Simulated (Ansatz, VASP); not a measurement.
**Two plane-wave programs on SbPb**

File INCAR:

```
SYSTEM = SbPb
PREC = Accurate
ENCUT = 500
EDIFF = 1E-6
ISMEAR = -1
SIGMA = 0.2
LREAL = .False.
LASPH = .True.
NELM = 120
ALGO = Normal
ISIF = 2
LWAVE = .False.
LCHARG = .False.
NBANDS = 16
GGA_COMPAT = .False.
```

Contents of KPOINTS:

```
Automatic mesh
0
Gamma
  4 4 3
  0 0 0
```

The input POSCAR:

```
SbPb
1.0
    2.0758210000     -2.6803290000      0.0000000000
    2.0758210000      2.6803290000      0.0000000000
    0.0000000000      0.0000000000      5.4534750000
Sb Pb
1 1
Direct
    0.5000000000      0.5000000000      0.5000000000
    0.0000000000      0.0000000000      0.0000000000
```

Input for Ansatz:

```yaml
crystal:
  lattice:
    - [2.075821, -2.680329, 0.0]
    - [2.075821, 2.680329, 0.0]
    - [0.0, 0.0, 5.453475]
  atoms:
    - { symbol: Sb, position: [0.5, 0.5, 0.5] }
    - { symbol: Pb, position: [0.0, 0.0, 0.0] }
kpoints:
  mp_grid:
    grid: [4, 4, 3]
hamiltonian:
  xc: lda
  pseudopotentials:
    kind: paw
scf:
  max_iter: 150
  algorithm: density_mixing
  convergence:
    dr2_threshold: 1.0e-09
  occupations:
    method: fermi_dirac
    width: 0.2
output:
  forces: true
  stress: true
  eigenvalues: true
```

Alike in both runs: task single point; functional LDA; k mesh 4 × 4 × 3; occupations fermi-dirac, width 0.2 eV; no spin polarisation.

|  | VASP | Ansatz |
| --- | --- | --- |
| version | VASP 6.6.1 | Ansatz 0.2.0 |
| potentials or method | VASP PAW LDA potentials, release 64 (Sb, Pb_d) | plane waves, PAW |
| plane-wave cutoff (eV) | 500 | 420 |
| valence electrons in the cell | 19 | 29 |

Ansatz gave:

* gap on the k mesh at the Fermi level (eV): none
* pressure (GPa): -4.8
* traceless stress, the component that is largest in VASP (GPa): -3.97

Q: Which values does VASP return?

A: gap on the k mesh at the Fermi level (eV): none; pressure (GPa): -4.8; traceless stress, the component that is largest in VASP (GPa): -3.93.

LDA's correlation is that of Perdew and Zunger in VASP and of Perdew and Wang (1992) in Ansatz. A gap of «none» marks a metal or a gap that the smearing closes. VASP's potentials hold 19 valence electrons a cell and Ansatz's 29, so a difference there can come from the potentials and not from the codes. Ansatz's warnings: stress scf threshold loose.

The k mesh is coarse, so the values compare programs but aren't converged. Neither program's run includes spin-orbit coupling.
